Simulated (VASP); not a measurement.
Wanted: the native input for a VASP 6.6.1 run.

```
Task                   : single point
Functional             : PBE
Dispersion             : D3(BJ)
Potentials or basis    : VASP PAW PBE potentials, release 64 (Pb_d, F)
Cutoff                 : 520 eV
k mesh                 : 1 × 1 × 1
Occupations            : fermi-dirac, width 0.05 eV
Spin                   : no spin polarisation
Dipole correction      : no
Further INCAR settings : LREAL = Auto; ALGO = Normal; EDIFF = 1e-07; NBANDS = 130
```

The structure of PbF2 lies in POSCAR:

```
PbF2
1.0
    0.0000000000      5.9158970000      5.9158970000
    5.9158970000      0.0000000000      5.9158970000
    5.9158970000      5.9158970000      0.0000000000
Pb F
8 16
Direct
    0.0012170597     -0.0077925630      0.0124410550
    0.0111986399      0.0005662708      0.4974140016
    0.0034821431      0.4979971761      0.0084687073
   -0.0192785642      0.5033809750      0.5083506356
    0.5038880832     -0.0097618332      0.0015128729
    0.5294294339     -0.0099984837      0.5080294670
    0.4890805232      0.4987831938     -0.0080207617
    0.4742560596      0.5189661010      0.4984282181
    0.3712032174      0.3914706426      0.3374636171
    0.1569922532      0.1109975377      0.1148515601
    0.3701720973      0.3841344770      0.8610528547
    0.1649369487      0.1228131592      0.5894710472
    0.3835851097      0.8573425129      0.3786154492
    0.0986240971      0.6318821981      0.1405957541
    0.3974122606      0.8882761143      0.8513586359
    0.1222468883      0.6436555606      0.5715447717
    0.8754631800      0.3856473498      0.3558462901
    0.6478561070      0.1375023940      0.0961054596
    0.8434731031      0.3899324143      0.8677466832
    0.5972805138      0.1471712574      0.6433428439
    0.8998297300      0.8805596176      0.3471324805
    0.6311130839      0.6221203648      0.1038557635
    0.8896537583      0.8761815833      0.8394500445
    0.6235487197      0.6158237711      0.6111921827
```

One way to write it, as run:

INCAR

```
SYSTEM = PbF2
ALGO     = Normal         ! electronic algorithm
EDIFF    = 1E-7           ! SCF threshold, eV
ENCUT    = 520            ! plane-wave cutoff, eV
GGA      = PE             ! functional
ISIF     = 2              ! what is computed and relaxed
ISMEAR   = -1             ! smearing method
IVDW     = 12             ! dispersion correction
LASPH    = .TRUE.         ! aspherical terms in the spheres
LCHARG   = .FALSE.        ! write CHGCAR
LREAL    = Auto         
LWAVE    = .FALSE.        ! write WAVECAR
NBANDS   = 130            ! bands
NELM     = 100            ! most SCF steps
PREC     = Accurate       ! precision mode
SIGMA    = 0.05           ! smearing width, eV
```

KPOINTS

```
k-points
0
G
  1 1 1
  0 0 0
```

Potentials or basis: VASP PAW PBE potentials, release 64 (Pb_d, F).

Launch:

```sh
$ cat potpaw_PBE.64/Pb_d/POTCAR potpaw_PBE.64/F/POTCAR > POTCAR
$ mpirun -np 1 vasp_gam > vasp.out
```

Results of the run:

* Pressure: 3.6 GPa
* Largest force: 1.121 eV/Å
* Band gap on the k mesh: 4.03 eV
* Dispersion energy per atom: -0.154 eV

Caveat: the k points lie up to 0.92 Å⁻¹ apart; spin-orbit coupling is left out, which moves the levels of the heavy elements; forces of over 1 eV/Å act on the atoms, so gaps and moduli don't describe the material at rest.

Wall time 90 s on 1 thread of Intel(R) Xeon(R) Platinum 8488C (Sapphire Rapids) (shared host), peak memory 0.51 GiB.
